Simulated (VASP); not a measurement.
# Pt8Se15 (a cell with a defect) in VASP: single point with PBE

Aim: the single point of Pt8Se15 (a cell with a defect) with PBE.

All numbers are computed with VASP 6.6.1; they aren't measurements. Logs are shortened: lines on timing, memory, paths and dates and some standing lists are left out, and cuts for length are marked.

**1. The cell of the first run**

The cell holds a defect, 23 atoms: a = 7.530 Å, b = 7.530 Å, c = 10.163 Å, α = 90.00°, β = 90.00°, γ = 120.00°.

**2. Single point, PBE**

Input file INCAR:

```
SYSTEM = Pt8Se15
PREC     = Accurate       ! precision mode
ENCUT    = 520            ! plane-wave cutoff, eV
EDIFF    = 1E-7           ! SCF threshold, eV
ISMEAR   = 1              ! smearing method
SIGMA    = 0.15           ! smearing width, eV
LREAL    = Auto         
LASPH    = .TRUE.         ! aspherical terms in the spheres
NELM     = 100            ! most SCF steps
ALGO     = Normal         ! electronic algorithm
ISIF     = 2              ! what is computed and relaxed
LWAVE    = .FALSE.        ! write WAVECAR
LCHARG   = .FALSE.        ! write CHGCAR
GGA      = PE             ! functional
NBANDS   = 102            ! bands
```

Input file KPOINTS:

```
regular mesh
0
G
  2 2 2
  0 0 0
```

Input file POSCAR:

```
Pt8Se15
1.0
    7.5301619300     -0.0000000400      0.0000000000
   -3.7650800000      6.5213120800      0.0000000000
    0.0000000000      0.0000000000     10.1632320000
Se Pt
15 8
Direct
    0.1667413683      0.3332097866      0.1252712720
    0.3307548613      0.1691477113      0.3788612717
    0.3334153364      0.1665235462      0.8702644985
    0.1648630276      0.8322726991      0.1260292986
    0.3307675824      0.6613186059      0.3788455287
    0.1654563400      0.8325655850      0.6285880318
    0.3334151526      0.6665733766      0.8702672536
    0.6676736392      0.3350844124      0.1260293969
    0.8386094267      0.1691429608      0.3788562536
    0.6673436165      0.3344596915      0.6285894094
    0.8333598296      0.1665155754      0.8702726652
    0.6676807463      0.8322535343      0.1260305777
    0.8333633153      0.6665299835      0.3746345651
    0.6673349111      0.8325703417      0.6285985600
    0.8334036180      0.6665388775      0.8718925240
    0.0000994151     -0.0000840322     -0.0016557725
    0.0008722891      0.0015254599      0.5000695645
    0.0000913494      0.4998530909     -0.0016549853
    0.0008863203      0.4990348507      0.5000552974
    0.5000608207     -0.0001309522     -0.0008339867
    0.5000465976     -0.0001261985      0.5022095333
    0.5000246463      0.4998445068     -0.0016606922
    0.4983666919      0.4990393007      0.5000612010
```

Potentials or basis: VASP PAW PBE potentials, release 64 (Se, Pt).

The run is started by

```bash
$ cat potpaw_PBE.64/Se/POTCAR potpaw_PBE.64/Pt/POTCAR > POTCAR
$ mpirun -np 1 vasp_std > vasp.out
```

OUTCAR:

```text
SYSTEM = Pt8Se15
   PREC = Accurate
   ENCUT = 520
   EDIFF = 1E-7
   ISMEAR = 1
   LREAL = Auto
   LASPH = .TRUE.
   NELM = 100
   ISIF = 2
   GGA = PE

 ion  position               nearest neighbor table
   1  0.167  0.333  0.125-  22 2.53  18 2.53  16 2.53
   2  0.331  0.169  0.379-  17 2.48  23 2.48  21 2.54
   3  0.333  0.167  0.870-  16 2.53  22 2.53  20 2.54
   4  0.165  0.832  0.126-  16 2.53  18 2.53  20 2.54
   5  0.331  0.661  0.379-  19 2.48  23 2.48  21 2.54
   6  0.165  0.833  0.629-  21 2.53  17 2.54  19 2.54
   7  0.333  0.667  0.870-  18 2.53  22 2.53  20 2.54
   8  0.668  0.335  0.126-  22 2.53  18 2.53  20 2.54
   9  0.839  0.169  0.379-  19 2.48  17 2.48  21 2.54
  10  0.667  0.334  0.629-  21 2.53  19 2.54  23 2.54
  11  0.833  0.167  0.870-  18 2.53  16 2.53  20 2.54
  12  0.668  0.832  0.126-  22 2.53  16 2.53  20 2.54
  13  0.833  0.667  0.375-  23 2.53  17 2.53  19 2.53
  14  0.667  0.833  0.629-  21 2.53  17 2.54  23 2.54
  15  0.833  0.667  0.872-  18 2.53  22 2.53  16 2.53
  16  0.000  1.000  0.998-  15 2.53   4 2.53  12 2.53   1 2.53   3 2.53  11 2.53
  17  0.001  0.002  0.500-   2 2.48   9 2.48  13 2.53   6 2.54  14 2.54
  18  0.000  0.500  0.998-  15 2.53   8 2.53   4 2.53   1 2.53   7 2.53  11 2.53
  19  0.001  0.499  0.500-   5 2.48   9 2.48  13 2.53   6 2.54  10 2.54
  20  0.500  1.000  0.999-  11 2.54   7 2.54   3 2.54   4 2.54   8 2.54  12 2.54
  21  0.500  1.000  0.502-  10 2.53   6 2.53  14 2.53   2 2.54   9 2.54   5 2.54
  22  0.500  0.500  0.998-  15 2.53   8 2.53  12 2.53   1 2.53   3 2.53   7 2.53
  23  0.498  0.499  0.500-   2 2.48   5 2.48  13 2.53  14 2.54  10 2.54

  LATTYP: Found a hexagonal cell.
 ALAT       =     7.5301619300
 C/A-ratio  =     1.3496697806

  Lattice vectors:

 A1 = (   7.5301619300,  -0.0000000400,   0.0000000000)
 A2 = (  -3.7650800000,   6.5213120800,   0.0000000000)
 A3 = (   0.0000000000,   0.0000000000,  10.1632320000)

Analysis of symmetry for initial positions (statically):
=====================================================================
 Subroutine PRICEL returns:
 Original cell was already a primitive cell.

 Routine SETGRP: Setting up the symmetry group for a
 hexagonal supercell.

 Subroutine GETGRP returns: Found  1 space group operations
 (whereof  1 operations were pure point group operations)
 out of a pool of 24 trial point group operations.

The static configuration has the point symmetry C_1 .

Analysis of symmetry for dynamics (positions and initial velocities):
=====================================================================
 Subroutine PRICEL returns:
 Original cell was already a primitive cell.

 Routine SETGRP: Setting up the symmetry group for a
 hexagonal supercell.

 Subroutine GETGRP returns: Found  1 space group operations
 (whereof  1 operations were pure point group operations)
 out of a pool of 24 trial point group operations.

The dynamic configuration has the point symmetry C_1 .

 Subroutine INISYM returns: Found  1 space group operations
 (whereof  1 operations are pure point group operations),
 and found     1 'primitive' translations

----------------------------------------------------------------------------------------

                                     Primitive cell

  volume of cell :     499.0811

  direct lattice vectors                    reciprocal lattice vectors
     7.530161930 -0.000000040  0.000000000     0.132799269  0.076671668  0.000000000
    -3.765080000  6.521312080  0.000000000     0.000000001  0.153343375  0.000000000
     0.000000000  0.000000000 10.163232000     0.000000000  0.000000000  0.098393897

  length of vectors
     7.530161930  7.530161927 10.163232000     0.153343375  0.153343375  0.098393897

  position of ions in fractional coordinates (direct lattice)
     0.166741368  0.333209787  0.125271272
     0.330754861  0.169147711  0.378861272
     0.333415336  0.166523546  0.870264498
     0.164863028  0.832272699  0.126029299
     0.330767582  0.661318606  0.378845529
     0.165456340  0.832565585  0.628588032
[... 15 lines left out ...]
     0.500024646  0.499844507  0.998339308
     0.498366692  0.499039301  0.500061201

  ion indices of the primitive-cell ions
   primitive index   ion index
                 1           1
                 2           2
                 3           3
                 4           4
                 5           5
                 6           6
[... 15 lines left out ...]
                22          22
                23          23

----------------------------------------------------------------------------------------

 KPOINTS: regular mesh

Automatic generation of k-mesh.
 Grid dimensions read from file:
 generate k-points for:    2    2    2

 Generating k-lattice:

  Cartesian coordinates                     Fractional coordinates (reciprocal lattice)
     0.066399635  0.038335834  0.000000000     0.500000000  0.000000000  0.000000000
     0.000000000  0.076671687  0.000000000     0.000000000  0.500000000  0.000000000
     0.000000000  0.000000000  0.049196948     0.000000000  0.000000000  0.500000000

  Length of vectors
     0.076671687  0.076671687  0.049196948

  Shift w.r.t. Gamma in fractional coordinates (k-lattice)
     0.000000000  0.000000000  0.000000000

 Subroutine IBZKPT returns following result:
 ===========================================

 Found      8 irreducible k-points:

 Following reciprocal coordinates:
            Coordinates               Weight
  0.000000  0.000000  0.000000      1.000000
  0.500000  0.000000  0.000000      1.000000
 -0.000000  0.500000  0.000000      1.000000
  0.500000  0.500000  0.000000      1.000000
  0.000000  0.000000  0.500000      1.000000
  0.500000  0.000000  0.500000      1.000000
 -0.000000  0.500000  0.500000      1.000000
  0.500000  0.500000  0.500000      1.000000
   k-points           NKPTS =      8   k-points in BZ     NKDIM =      8   number of bands    NBANDS=    102
   number of dos      NEDOS =    301   number of ions     NIONS =     23
   total plane-waves  NPLWV = 250880
   dimension x,y,z NGX =    56 NGY =   56 NGZ =   80
   dimension x,y,z NGXF=   112 NGYF=  112 NGZF=  160
   ions per type =              15   8
   NGX,Y,Z   is equivalent  to a cutoff of  12.36, 12.36, 13.09 a.u.
   NGXF,Y,Z  is equivalent  to a cutoff of  24.73, 24.73, 26.17 a.u.
 SYSTEM =  Pt8Se15
   PREC   = accura    normal or accurate (medium, high low for compatibility)
   ISTART =      0    job   : 0-new  1-cont  2-samecut
   ICHARG =      2    charge: 1-file 2-atom 10-const
   ISPIN  =      1    spin polarized calculation?
   LNONCOLLINEAR =      F non collinear calculations
   LSORBIT =      F    spin-orbit coupling
   LASPH  =      T    aspherical Exc in radial PAW
   ENCUT  =  520.0 eV  38.22 Ry    6.18 a.u.  14.00 14.00 18.90*2*pi/ulx,y,z
   NELM   =    100;   NELMIN=  2; NELMDL= -5     # of ELM steps
   EDIFF  = 0.1E-06   stopping-criterion for ELM
   LREAL  =      T    real-space projection
   EDIFFG = 0.1E-05   stopping-criterion for IOM
   NSW    =      0    number of steps for IOM
   IBRION =     -1    ionic relax: 0-MD 1-quasi-New 2-CG
   NFREE  =      0    steps in history (QN), initial steepest desc. (CG)
   ISIF   =      2    stress and relaxation
   ISYM   =      2    0-nonsym 1-usesym 2-fastsym
   POTIM  = 0.5000    time-step for ionic-motion
   TEBEG  =    0.0;   TEEND  =   0.0 temperature during run
   PSTRESS=    0.0 pullay stress
   NELECT =     170.0000    total number of electrons
   NUPDOWN=      -1.0000    fix difference up-down
   EMIN   =  10.00;   EMAX   =-10.00  energy-range for DOS
   EFERMI =   0.00;   METHOD = LEGACY
   ISMEAR =     1;   SIGMA  =   0.15  broadening in eV -4-tet -1-fermi 0-gaus
   EFERMI_NEDOS =   21; number of points for ismear=-14 and -15
   IALGO  =     38    algorithm
   IMIX   =      4    mixing-type and parameters
     AMIX     =   0.40;   BMIX     =  1.00
     AMIX_MAG =   1.60;   BMIX_MAG =  1.00
  volume/ion in A,a.u.               =      21.70       146.43
  Fermi-wavevector in a.u.,A,eV,Ry     =   1.143319  2.160560 17.785241  1.307178
  Thomas-Fermi vector in A             =   2.280014
   LORBIT       =      0    0 simple, 1 ext, 2 COOP (PROOUT), +10 PAW based schemes
   GGA     = PE    functional components
   LHFCALC =     F    Hartree Fock is set to
   AEXX    =    0.0000 exact exchange contribution
   IVDW    =     0    specifies the selected vdW correction
   LEPSILON=     F    determine dielectric tensor
   LRPA    =     F    only Hartree local field effects (RPA)
 non-spin polarized calculation
 Methfessel and Paxton  Order N= 1 SIGMA  =   0.15
  energy-cutoff  :      520.00
  volume of cell :      499.08
 maximum number of plane-waves:     13456
   NGX = 29   NGY = 29   NGZ = 37

 number of electron     169.9999984 magnetization

 Free energy of the ion-electron system (eV)
  ---------------------------------------------------
  ext. energy  EPLUGINS =         0.00000000
  ---------------------------------------------------
  free energy    TOTEN  =      -108.94946466 eV

  energy without entropy =     -108.91696393  energy(sigma->0) =     -108.93863109

 E-fermi :   5.5840     XC(G=0): -10.2888

 val. band max:        5.5392053023   @ k =   0.5000   0.0000   0.5000
 cond. band min:       5.6192869057   @ k =  -0.0000   0.5000   0.0000
 fundamental gap:      0.0800816034
 Fermi energy:         5.5840231190

 k-point     1 :       0.0000    0.0000    0.0000
  band No.  band energies     occupation
      1      -9.6080      2.00000
      2      -9.0228      2.00000
      3      -8.2576      2.00000
      4      -8.1141      2.00000
      5      -8.0646      2.00000
      6      -8.0645      2.00000
[... 89 lines left out ...]
     96       7.4784     -0.00000
     97       7.4786     -0.00000

 k-point     2 :       0.5000    0.0000    0.0000
  band No.  band energies     occupation
      1      -9.0988      2.00000
      2      -8.9495      2.00000
      3      -8.5485      2.00000
      4      -8.4668      2.00000
      5      -8.2064      2.00000
      6      -8.1851      2.00000
[... 589 lines left out ...]
     96       7.2757     -0.00000
     97       7.2902     -0.00000

 k-point     8 :       0.5000    0.5000    0.5000
  band No.  band energies     occupation
      1      -8.9473      2.00000
      2      -8.8911      2.00000
      3      -8.8003      2.00000
      4      -8.6954      2.00000
      5      -8.1887      2.00000
      6      -8.1284      2.00000
[... 89 lines left out ...]
     96       7.2756     -0.00000
     97       7.2902     -0.00000
 [bands above 97 left out]

------------------------ aborting loop because EDIFF is reached ----------------------------------------

  FORCE on cell =-STRESS in cart. coord.  units (eV):
  Direction    XX          YY          ZZ          XY          YZ          ZX
  --------------------------------------------------------------------------------------
  -------------------------------------------------------------------------------------
  Total        2.0157814      2.0147325      3.8836054      0.0030158      0.0039468     -0.0053069
  in kB        6.4711711      6.4678037     12.4673612      0.0096816      0.0126702     -0.0170365
  external PRESSURE =       8.4687787 kB  Pullay stress =       0.0000000 kB

 VOLUME and BASIS-vectors are now :
 -----------------------------------------------------------------------------
  energy-cutoff  :      520.00
  volume of cell :      499.08
      direct lattice vectors                 reciprocal lattice vectors
     7.530161930 -0.000000040  0.000000000     0.132799269  0.076671668  0.000000000
    -3.765080000  6.521312080  0.000000000     0.000000001  0.153343375  0.000000000
     0.000000000  0.000000000 10.163232000     0.000000000  0.000000000  0.098393897

 POSITION                                       TOTAL-FORCE (eV/Angst)
 -----------------------------------------------------------------------------------
      0.00103      2.17296      1.27316        -0.000523     -0.000461     -0.003927
      1.85378      1.10306      3.85046         0.005138     -0.003502     -0.006840
      1.88370      1.08595      8.84470        -0.011101      0.006368      0.001727
     -1.89213      5.42751      1.28087         0.001209      0.000451     -0.007567
      0.00082      4.31267      3.85030         0.002020      0.003957     -0.006675
     -1.88876      5.42942      6.38849         0.004257      0.002925     -0.001407
[... 15 lines left out ...]
      1.88331      3.25964     10.14635         0.008572      0.003994      0.009749
      1.87386      3.25439      5.08224        -0.015464     -0.010140     -0.010920
 -----------------------------------------------------------------------------------
    total drift:                               -0.000476     -0.002665     -0.010720

  FREE ENERGIE OF THE ION-ELECTRON SYSTEM (eV)
  ---------------------------------------------------
  free  energy   TOTEN  =      -108.9494646627 eV

  energy  without entropy=     -108.9169639315  energy(sigma->0) =     -108.93863109
```

Wall time 20 min (1 thread of Oxide Virtual Turin-like, shared host); peak memory 0.64 GiB.

What came out:

* Free energy: -108.9495 eV
* Pressure: 0.8 GPa
* Largest force: 0.033 eV/Å
* Band gap on the k mesh: zero (bands 85 and 86 overlap by 0.31 eV)

Forces in eV/Å, atoms in the order of the input:
```
Se  -0.001  0.000 -0.004
Se   0.005 -0.004 -0.007
Se  -0.011  0.006  0.002
Se   0.001  0.000 -0.008
Se   0.002  0.004 -0.007
Se   0.004  0.003 -0.001
Se  -0.001 -0.010  0.003
Se  -0.001 -0.002 -0.007
Se  -0.003 -0.006 -0.008
Se   0.000 -0.004 -0.002
Se   0.009  0.007  0.002
Se  -0.003  0.002 -0.007
Se   0.000  0.001  0.033
Se  -0.006  0.004  0.000
Se  -0.001  0.001  0.011
Pt   0.000 -0.009  0.010
Pt   0.000  0.018 -0.012
Pt  -0.006  0.003  0.010
Pt   0.016 -0.009 -0.011
Pt   0.000  0.001  0.000
Pt   0.002 -0.002  0.004
Pt   0.009  0.004  0.010
Pt  -0.015 -0.010 -0.011
```

Stress tensor (GPa, compression positive):
```
0.65 0.00 0.00
0.00 0.65 0.00
0.00 0.00 1.25
```

Caveat: the k points lie up to 0.48 Å⁻¹ apart; spin-orbit coupling is left out, which moves the levels of the heavy elements.

The gap in the log of VASP goes by the Fermi energy; the results here count the filled bands.